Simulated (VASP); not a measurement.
Input of a VASP 6.6.1 run:

POSCAR

```
GaP
1.0
    0.0000000000      2.3074654227      2.3074654227
    2.3074654227      0.0000000000      2.3074654227
    2.3074654227      2.3074654227      0.0000000000
Ga P
1 1
Direct
    0.0000000000      0.0000000000      0.0000000000
    0.5000000000      0.5000000000      0.5000000000
```

The input INCAR.step1:

```
PREC = Accurate ; ENCUT = 520
ISMEAR = 0 ; SIGMA = 0.1
LREAL = F ; LASPH = T
NELM = 100 ; NBANDS = 16
GGA = PE ; ALGO = Normal
EDIFF = 1E-4 ; LWAVE = T
LCHARG = F
```

The input INCAR.step2:

```
PREC = Accurate ; ENCUT = 520
EDIFF = 1E-6 ; ISMEAR = 0
SIGMA = 0.1 ; LREAL = F
LASPH = T ; NELM = 100
ALGO = Normal ; ISIF = 2
LWAVE = F ; LCHARG = T
METAGGA = R2SCAN ; LMIXTAU = T
LELF = T ; LVHAR = T
NBANDS = 16 ; ISTART = 1
```

The input KPOINTS:

```
regular mesh
0
Gamma
  16 16 16
```

Potentials or basis: VASP PAW PBE potentials, release 64 (Ga_d, P).

The run is started by

```bash
$ cat potpaw_PBE.64/Ga_d/POTCAR potpaw_PBE.64/P/POTCAR > POTCAR
$ cp INCAR.step1 INCAR
$ mpirun -np 1 vasp_std > vasp.out
$ cp INCAR.step2 INCAR
$ mpirun -np 1 vasp_std > vasp.out
```

Question: Estimate the pressure.

Answer: 60.5 GPa.

Question: Predict the band gap on the k mesh.

Answer: Zero (band 9 reaches 11.58 eV, above the bottom of band 10 at 8.21 eV).

Caveat: the cell differs from its parent crystal (N replaced by P, lengths x 1.112, strained); the PAW data sets were made with another functional, which shifts forces and pressure a little.
